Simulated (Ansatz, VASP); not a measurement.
# SiO2: VASP beside Ansatz

The input POSCAR:

```
SiO2
1.0
    0.0000000000      2.2188857349      2.2188857349
    2.2188857349      0.0000000000      2.2188857349
    2.2188857349      2.2188857349      0.0000000000
Si O
1 2
Direct
    0.0000000000      0.0000000000      0.0000000000
    0.2500000000      0.2500000000      0.2500000000
    0.7500000000      0.7500000000      0.7500000000
```

The input INCAR.step1:

```
SYSTEM = SiO2
PREC = Accurate
ENCUT = 520
ISMEAR = 0
SIGMA = 0.01
LREAL = .FALSE.
LASPH = .TRUE.
NELM = 100
NBANDS = 15
GGA = PE
ALGO = Normal
EDIFF = 1E-4
LWAVE = .TRUE.
LCHARG = .FALSE.
```

INCAR.step2

```
SYSTEM = SiO2
PREC = Accurate
ENCUT = 520
EDIFF = 1E-6
ISMEAR = 0
SIGMA = 0.01
LREAL = .FALSE.
LASPH = .TRUE.
NELM = 100
ALGO = Normal
ISIF = 2
LWAVE = .FALSE.
LCHARG = .FALSE.
METAGGA = R2SCAN
LMIXTAU = .TRUE.
NBANDS = 15
ISTART = 1
```

KPOINTS

```
regular mesh
0
G
  10 10 10
  0 0 0
```

Input for Ansatz:

```yaml
crystal:
  lattice:
    - [0.0, 2.2188857349, 2.2188857349]
    - [2.2188857349, 0.0, 2.2188857349]
    - [2.2188857349, 2.2188857349, 0.0]
  atoms:
    - { symbol: Si, position: [0.0, 0.0, 0.0] }
    - { symbol: O, position: [0.25, 0.25, 0.25] }
    - { symbol: O, position: [0.75, 0.75, 0.75] }
kpoints:
  mp_grid: { grid: [10, 10, 10] }
  band_path:
    path:
      - [0.0, 0.0, 0.0]
      - [0.5, 0.0, 0.5]
      - [0.625, 0.25, 0.625]
      - [0.375, 0.375, 0.75]
      - [0.5, 0.5, 0.5]
      - [0.5, 0.25, 0.75]
    npoints: 1
hamiltonian:
  xc: r2scan
scf:
  occupations: { method: fixed }
  n_extra_bands: 4
output:
  forces: true
  stress: true
  eigenvalues: true
```

Change from the starting cell: hydrostatic strain -2.0%.

Alike in both runs: task single point; functional r2SCAN; k mesh 10 × 10 × 10; no spin polarisation.

```csv
,VASP,Ansatz
version,VASP 6.6.1,Ansatz 0.2.0
potentials or method,"VASP PAW PBE potentials, release 64 (Si, O)","plane waves, PAW"
plane-wave cutoff (eV),520,500
occupations,"gaussian, width 0.01 eV",fixed
valence electrons in the cell,16,16
```

```tsv
	VASP	Ansatz	Ansatz less VASP
gap on the k mesh at the Fermi level (eV)	2.75	2.79	+0.036
pressure (GPa)	21.8	21.2	-0.61
```

VASP's potentials were made for PBE, not for r2SCAN.
